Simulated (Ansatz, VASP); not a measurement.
## Two plane-wave programs on TaN

INCAR

```
SYSTEM = TaN
PREC     = Accurate       ! precision mode
ENCUT    = 700            ! plane-wave cutoff, eV
EDIFF    = 1E-6           ! SCF threshold, eV
ISMEAR   = 0              ! smearing method
SIGMA    = 0.15           ! smearing width, eV
LREAL    = .FALSE.        ! projectors in reciprocal space
LASPH    = .TRUE.         ! aspherical terms in the spheres
NELM     = 120            ! most SCF steps
ALGO     = Normal         ! electronic algorithm
ISIF     = 2              ! what is computed and relaxed
LWAVE    = .FALSE.        ! write WAVECAR
LCHARG   = .FALSE.        ! write CHGCAR
GGA      = PE             ! functional
NBANDS   = 16             ! bands
GGA_COMPAT= .FALSE.
```

The input KPOINTS:

```
regular mesh
0
G
  18 18 18
  0 0 0
```

File POSCAR:

```
TaN
1.0
    0.0000000000      2.1898950000      2.1790000000
    2.1790000000      0.0000000000      2.1790000000
    2.1790000000      2.1898950000      0.0000000000
Ta N
1 1
Direct
    0.5000000000      0.5000000000      0.5000000000
    0.0000000000      0.0000000000      0.0000000000
```

Input for Ansatz:

```yaml
crystal:
  lattice:
    - [0.0, 2.189895, 2.179]
    - [2.179, 0.0, 2.179]
    - [2.179, 2.189895, 0.0]
  atoms:
    - { symbol: Ta, position: [0.5, 0.5, 0.5] }
    - { symbol: "N", position: [0.0, 0.0, 0.0] }
basis:
  ecutwfc: 420
kpoints:
  mp_grid: { grid: [18, 18, 18] }
hamiltonian:
  xc: pbe
scf:
  occupations: { method: gaussian, width: 0.15 }
output:
  forces: true
  stress: true
  eigenvalues: true
```

Change from the starting cell: strain +0.0050 x Voigt [0, 1, 0, 0, 0, 0], atoms carried along.

Alike in both runs: task single point; functional PBE; k mesh 18 × 18 × 18; occupations gaussian, width 0.15 eV; no spin polarisation.

|  | VASP | Ansatz |
| --- | --- | --- |
| version | VASP 6.6.1 | Ansatz 0.2.0 |
| potentials or method | VASP PAW PBE potentials, release 64 (Ta_sv_GW, N), cutoff 700 eV | scalar-relativistic, plane waves, PAW |
| valence electrons in the cell | 18 | 18 |

```tsv
	VASP	Ansatz	Ansatz less VASP
gap on the k mesh at the Fermi level (eV)	none	none	-
pressure (GPa)	12.6	12.6	0.00
traceless stress, the component that is largest in VASP (GPa)	-2.24	-2.23	+0.006
```

A gap of «none» marks a metal or a gap that the smearing closes.

Neither program's run includes spin-orbit coupling.
